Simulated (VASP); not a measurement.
# Li (Fm-3m) in VASP: a series of runs, part 2 of 2

VASP 6.6.1.

## Step 3: Single point, revPBE+D3(BJ), collinear spin, zero start

This run uses another cell than the first one, of 21.35 Å³/atom, 1.136 times its volume.

INCAR

```
SYSTEM = Li
PREC     = Accurate       ! precision mode
ENCUT    = 520            ! plane-wave cutoff, eV
EDIFF    = 1E-7           ! SCF threshold, eV
ISMEAR   = -1             ! smearing method
SIGMA    = 0.05           ! smearing width, eV
LREAL    = .False.        ! projectors in reciprocal space
LASPH    = .True.         ! aspherical terms in the spheres
NELM     = 150            ! most SCF steps
ALGO     = Normal         ! electronic algorithm
ISIF     = 2              ! what is computed and relaxed
LWAVE    = .False.        ! write WAVECAR
LCHARG   = .False.        ! write CHGCAR
ISPIN    = 2              ! spin polarisation
MAGMOM   = 0              ! initial moments
LORBIT   = 11             ! projections on sites
GGA      = RE             ! functional
IVDW     = 12             ! dispersion correction
NBANDS   = 12             ! bands
```

KPOINTS

```
Automatic mesh
0
Gamma
  7 7 7
  0 0 0
```

POSCAR

```
Li
1.0
    0.0000000000      2.2020000000      2.2020000000
    2.2020000000      0.0000000000      2.2020000000
    2.2020000000      2.2020000000      0.0000000000
Li
1
Direct
    0.0000000000      0.0000000000      0.0000000000
```

Potentials or basis: VASP PAW PBE potentials, release 64 (Li_sv).

Started as:

```sh
cat potpaw_PBE.64/Li_sv/POTCAR > POTCAR
mpirun -np 1 vasp_std > vasp.out
```

Run time: 6.5 s. Hardware: 1 thread of Intel Xeon Platinum 8259CL at 2.50GHz (Skylake/Cascade Lake), shared host; peak memory 0.15 GiB.

The run converged. Its results:

```yaml
Free_energy: -2.1402 eV
Net_moment: 0.00 μB per cell
Valence_electrons_inside_the_program's_atomic_spheres: Li 2.06
Dispersion_energy_per_atom: -0.313 eV
```

Levels at points of the mesh, in eV from the Fermi level:
Spin up:
| k point | band 1 | band 2 | band 3 | band 4 | band 5 | band 6 | band 7 |
| --- | --- | --- | --- | --- | --- | --- | --- |
| (0.00, 0.00, 0.00) | -46.99 | -3.73 | 13.81 | 13.81 | 13.81 | 17.40 | 17.40 |
Spin down:
```tsv
k point	band 1	band 2	band 3	band 4	band 5
(0.00, 0.00, 0.00)	-46.99	-3.73	13.81	13.81	13.81
```

Caveat: the cutoff is under 1.25 times the usual one of these potentials, so pressure, stress and relaxed cells hold a basis-set (Pulay) error; three body term missing; the PAW data sets were made with another functional, which shifts forces and pressure a little; pairwise dispersion overbinds metals, which lowers pressure and volume.

## Step 4: Single point, PBEsol+D4

This run uses another cell than the first one, of 21.35 Å³/atom, 1.136 times its volume.

INCAR

```
SYSTEM = Li
ALGO = Normal
EDIFF = 1E-6
ENCUT = 520
GGA = PS
ISIF = 2
ISMEAR = -5
IVDW = 13
LASPH = .True.
LCHARG = .False.
LREAL = .False.
LWAVE = .False.
NBANDS = 8
NELM = 100
PREC = Accurate
SIGMA = 0.05
```

KPOINTS

```
k-points
0
Gamma
  10 10 10
  0 0 0
```

POSCAR is that of step 3.

Started as:

```sh
cat potpaw_PBE.64/Li_sv/POTCAR > POTCAR
mpirun -np 1 vasp_std > vasp.out
```

Run time: 6.2 s. Hardware: 1 thread of Intel Xeon Platinum 8259CL at 2.50GHz (Skylake/Cascade Lake), shared host; peak memory 0.13 GiB.

Results (log left out):

| Item | Value |
| --- | --- |
| Free energy | -1.9765 eV |
| Dispersion energy per atom | -0.011 eV |

Levels at points of the mesh, in eV from the Fermi level:
```csv
k point,band 1,band 2,band 3,band 4,band 5,band 6,band 7
"(0.00, 0.00, 0.00)",-46.02,-3.50,13.85,13.85,13.85,17.61,17.61
"(0.50, 0.00, 0.00)",-46.00,-0.01,2.76,12.19,12.19,16.02,16.02
"(0.50, 0.50, 0.00)",-45.99,1.48,4.52,8.14,8.14,10.27,14.73
```

Caveat: the cutoff is under 1.25 times the usual one of these potentials, so pressure, stress and relaxed cells hold a basis-set (Pulay) error; the PAW data sets were made with another functional, which shifts forces and pressure a little; pairwise dispersion overbinds metals, which lowers pressure and volume; tetrahedron occupations give inexact forces and stress in metals.

## Step 5: Single point, LDA

This run uses another cell than the first one, of 21.35 Å³/atom, 1.136 times its volume.

INCAR

```
ALGO = Normal
EDIFF = 1E-6
ENCUT = 520
GGA = CA
ISIF = 2
ISMEAR = 1
LASPH = True
LCHARG = True
LELF = True
LREAL = False
LVHAR = True
LWAVE = False
NBANDS = 8
NELM = 60
PREC = Accurate
SIGMA = 0.05
```

KPOINTS

```
k-points
0
Gamma
  9 9 9
```

POSCAR is that of step 4.

Potentials or basis: VASP PAW LDA potentials, release 64 (Li_sv).

Started as:

```sh
cat potpaw_LDA.64/Li_sv/POTCAR > POTCAR
mpirun -np 1 vasp_std > vasp.out
```

OUTCAR:

```text
EDIFF = 1E-6
   ENCUT = 520
   GGA = CA
   ISIF = 2
   ISMEAR = 1
   LASPH = True
   LREAL = False
   NELM = 60
   PREC = Accurate

 ion  position               nearest neighbor table
   1  0.000  0.000  0.000-

  LATTYP: Found a face centered cubic cell.
 ALAT       =     4.4040000000

  Lattice vectors:

 A1 = (   0.0000000000,   2.2020000000,   2.2020000000)
 A2 = (   2.2020000000,   0.0000000000,   2.2020000000)
 A3 = (   2.2020000000,   2.2020000000,   0.0000000000)

Analysis of symmetry for initial positions (statically):
[... 433 lines left out ...]
      1     -45.2429      2.00000
      2       1.4267     -0.00000
      3       5.7064      0.00000
      4       8.5787      0.00000
      5       8.5788      0.00000
      6      10.9016      0.00000
      7      15.0715      0.00000
      8      28.5424      0.00000

 [... further k-points ...]
[... 5 lines left out ...]
  --------------------------------------------------------------------------------------
  -------------------------------------------------------------------------------------
  Total       -0.2050190     -0.2050190     -0.2050190      0.0000000      0.0000000     -0.0000000
  in kB      -15.3823515    -15.3823515    -15.3823515      0.0000000      0.0000000     -0.0000000
  external PRESSURE =     -15.3823515 kB  Pullay stress =       0.0000000 kB

 VOLUME and BASIS-vectors are now :
 -----------------------------------------------------------------------------
  energy-cutoff  :      520.00
  volume of cell :       21.35
      direct lattice vectors                 reciprocal lattice vectors
     0.000000000  2.202000000  2.202000000    -0.227066303  0.227066303  0.227066303
     2.202000000  0.000000000  2.202000000     0.227066303 -0.227066303  0.227066303
     2.202000000  2.202000000  0.000000000     0.227066303  0.227066303 -0.227066303

 POSITION                                       TOTAL-FORCE (eV/Angst)
 -----------------------------------------------------------------------------------
      0.00000      0.00000      0.00000        -0.000000     -0.000000     -0.000000
 -----------------------------------------------------------------------------------
    total drift:                               -0.000000      0.000000     -0.000000

  FREE ENERGIE OF THE ION-ELECTRON SYSTEM (eV)
  ---------------------------------------------------
  free  energy   TOTEN  =        -2.0305250612 eV

  energy  without entropy=       -2.0296583707  energy(sigma->0) =       -2.03023616
```

OSZICAR:

```text
N       E                     dE             d eps       ncg     rms          rms(c)
DAV:   1    -0.362540950915E+00   -0.36254E+00   -0.73200E+02   560   0.268E+02
DAV:   2    -0.199465137333E+01   -0.16321E+01   -0.16284E+01   792   0.332E+01
DAV:   3    -0.203158468439E+01   -0.36933E-01   -0.36869E-01   616   0.377E+00
DAV:   4    -0.203219748239E+01   -0.61280E-03   -0.61278E-03   904   0.471E-01
DAV:   5    -0.203219792334E+01   -0.44096E-06   -0.44091E-06   664   0.128E-02    0.255E-01
DAV:   6    -0.203108216758E+01    0.11158E-02   -0.37126E-04   968   0.773E-02    0.142E-01
DAV:   7    -0.203052354205E+01    0.55863E-03   -0.79933E-04  1000   0.119E-01    0.282E-02
DAV:   8    -0.203052485106E+01   -0.13090E-05   -0.79558E-06   624   0.233E-02    0.139E-03
DAV:   9    -0.203052506124E+01   -0.21018E-06   -0.27889E-07   456   0.452E-03
   1 F= -.20305251E+01 E0= -.20302362E+01  d E =-.866691E-03
```

stdout:

```text
POSCAR found type information on POSCAR Li
 POSCAR found :  1 types and       1 ions
 scaLAPACK will be used
 LDA part: xc-table for (Slater(with rela. corr.)+CA(PZ))
 , standard interpolation
 POSCAR, INCAR and KPOINTS ok, starting setup
 FFT: planning ... GRIDC
 FFT: planning ... GRID_SOFT
 FFT: planning ... GRID
 WAVECAR not read
 entering main loop
```

It took 5.5 s on 1 thread of AMD EPYC 7R13, shared host; peak memory 0.12 GiB.

What came out:

```
Free energy : -2.0305 eV
```

Levels at points of the mesh, in eV from the Fermi level:
| k point | band 1 | band 2 | band 3 | band 4 | band 5 | band 6 | band 7 |
| --- | --- | --- | --- | --- | --- | --- | --- |
| (0.00, 0.00, 0.00) | -45.91 | -3.61 | 13.41 | 13.41 | 13.41 | 17.46 | 17.46 |

Caveat: the cutoff is under 1.25 times the usual one of these potentials, so pressure, stress and relaxed cells hold a basis-set (Pulay) error.

## Step 6: The runs side by side

| level | potentials or basis | spin | cell | k mesh | smearing | gap on the mesh (eV) |
| --- | --- | --- | --- | --- | --- | --- |
| RPBE+D3(BJ) | VASP PAW PBE potentials, release 64 (Li_sv) | off | a = 2.984 Å, angles 60.0°, 1 atom | 9 × 9 × 9 | gaussian 0.025 eV | none |
| revPBE+D3(BJ) | VASP PAW PBE potentials, release 64 (Li_sv) | collinear, zero start | a = 3.114 Å, angles 60.0°, 1 atom | 7 × 7 × 7 | fermi-dirac 0.05 eV | none |
| PBEsol+D4 | VASP PAW PBE potentials, release 64 (Li_sv) | off | a = 3.114 Å, angles 60.0°, 1 atom | 10 × 10 × 10 | tetrahedron | none |
| LDA | VASP PAW LDA potentials, release 64 (Li_sv) | off | a = 3.114 Å, angles 60.0°, 1 atom | 9 × 9 × 9 | methfessel-paxton 0.05 eV | none |

Alike in all rows: task single point; cutoff (eV) 520.

Caveats: the cutoff is under 1.25 times the usual one of these potentials, so pressure, stress and relaxed cells hold a basis-set (Pulay) error; the PAW data sets were made with another functional, which shifts forces and pressure a little (some runs); pairwise dispersion overbinds metals, which lowers pressure and volume (some runs); three body term missing (some runs); tetrahedron occupations give inexact forces and stress in metals (some runs).

Absolute energies hang on the potentials; compare differences alone.
